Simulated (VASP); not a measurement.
A run of VASP 6.6.1 is set up as follows.

The input INCAR:

```
SYSTEM = GaP
ALGO = Normal ; EDIFF = 1E-6
EDIFFG = -0.02 ; ENCUT = 520
GGA = PE ; IBRION = 2
ISIF = 2 ; ISMEAR = -1
LASPH = .TRUE. ; LCHARG = .FALSE.
LREAL = .FALSE. ; LWAVE = .FALSE.
NELM = 60 ; NSW = 80
PREC = Accurate ; SIGMA = 0.02
```

Contents of KPOINTS:

```
k-points
0
G
  9 9 9
  0 0 0
```

POSCAR

```
GaP
1.0
    0.0000000000      2.7252500000      2.7252500000
    2.7252500000      0.0000000000      2.7252500000
    2.7252500000      2.7252500000      0.0000000000
Ga P
1 1
Direct
    0.0000000000      0.0000000000      0.0000000000
    0.2500000000      0.2500000000      0.2500000000
```

Potentials or basis: VASP PAW PBE potentials, release 64 (Ga_d, P).

The run is started by

```sh
$ cat potpaw_PBE.64/Ga_d/POTCAR potpaw_PBE.64/P/POTCAR > POTCAR
$ mpirun -np 1 vasp_std > vasp.out
```

Estimate the band gap on the k mesh.

1.60 eV (least direct gap 1.83 eV).

Final structure:
```cif
data_structure
_symmetry_space_group_name_H-M 'P 1'
_symmetry_Int_Tables_number 1
_cell_length_a 3.8541
_cell_length_b 3.8541
_cell_length_c 3.8541
_cell_angle_alpha 60.000
_cell_angle_beta 60.000
_cell_angle_gamma 60.000
_cell_volume 40.48
loop_
_atom_site_label
_atom_site_type_symbol
_atom_site_fract_x
_atom_site_fract_y
_atom_site_fract_z
_atom_site_occupancy
Ga1 Ga 0.00000 0.00000 0.00000 1
P1 P 0.25000 0.25000 0.25000 1
```

Caveat: the relaxation stopped at its first step, so nothing moved; an odd mesh through Γ misses points on the zone boundary, where band edges can lie.
